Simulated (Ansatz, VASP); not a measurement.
Au in VASP and in Ansatz

```xyz
1
Lattice="0.0000 2.1797 2.1797 2.1797 0.0000 2.1797 2.1797 2.1797 0.0000" Properties=species:S:1:pos:R:3 pbc="T T T"
Au    0.0000    0.0000    0.0000
```

Alike in both runs: task single point; functional RPBE; k mesh 21 × 21 × 21; occupations fermi-dirac, width 0.1 eV; no spin polarisation.

|  | VASP | Ansatz |
| --- | --- | --- |
| version | VASP 6.6.1 | Ansatz 0.2.0 |
| potentials or method | VASP PAW PBE potentials, release 64 (Au), cutoff 520 eV | plane waves (420 eV) with PAW, scalar-relativistic |
| valence electrons in the cell | 11 | 19 |

```tsv
	VASP	Ansatz	Ansatz less VASP
pressure (GPa)	-9.6	-9.5	+0.08
```

VASP's potentials were made for PBE, not for RPBE. VASP's potentials hold 11 valence electrons a cell and Ansatz's 19, so a difference there can come from the potentials and not from the codes.

Neither program's run includes spin-orbit coupling.
